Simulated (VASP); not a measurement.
Write the native input for VASP 6.6.1 that does the following.

- Task: single point
- Functional: PBE
- Potentials or basis: VASP PAW PBE potentials, release 64 (Mg, O)
- Cutoff: 600 eV
- k mesh: 10 × 10 × 10
- Occupations: gaussian, width 0.02 eV
- Spin: no spin polarisation
- Dipole correction: no
- Further INCAR settings: ALGO = Normal; EDIFF = 1e-06; NBANDS = 11

The structure of MgO (e600) lies in POSCAR:

```
MgO
1.0
    0.0000000000      2.1077686825      2.1077686825
    2.1077686825      0.0000000000      2.1077686825
    2.1077686825      2.1077686825      0.0000000000
Mg O
1 1
Direct
    0.0000000000      0.0000000000      0.0000000000
    0.5000000000      0.5000000000      0.5000000000
```

The input as run:

INCAR

```
SYSTEM = MgO
PREC     = Accurate       ! precision mode
ENCUT    = 600            ! plane-wave cutoff, eV
EDIFF    = 1E-6           ! SCF threshold, eV
ISMEAR   = 0              ! smearing method
SIGMA    = 0.02           ! smearing width, eV
LREAL    = .False.        ! projectors in reciprocal space
LASPH    = .True.         ! aspherical terms in the spheres
NELM     = 120            ! most SCF steps
ALGO     = Normal         ! electronic algorithm
ISIF     = 2              ! what is computed and relaxed
LWAVE    = .False.        ! write WAVECAR
LCHARG   = .False.        ! write CHGCAR
GGA      = PE             ! functional
NBANDS   = 11             ! bands
GGA_COMPAT= .False.
```

KPOINTS

```
Automatic mesh
0
Gamma
  10 10 10
  0 0 0
```

Potentials or basis: VASP PAW PBE potentials, release 64 (Mg, O).

Run with:

```console
$ cat potpaw_PBE.64/Mg/POTCAR potpaw_PBE.64/O/POTCAR > POTCAR
$ mpirun -np 1 vasp_std > vasp.out
```

It gave:

```json
{"Pressure": "3.3 GPa", "Band gap on the k mesh": "4.70 eV, direct"}
```

Wall time 3.7 s on 1 thread of Intel(R) Xeon(R) 6975P-C (Granite Rapids), with other jobs on the host, peak memory 0.14 GiB.
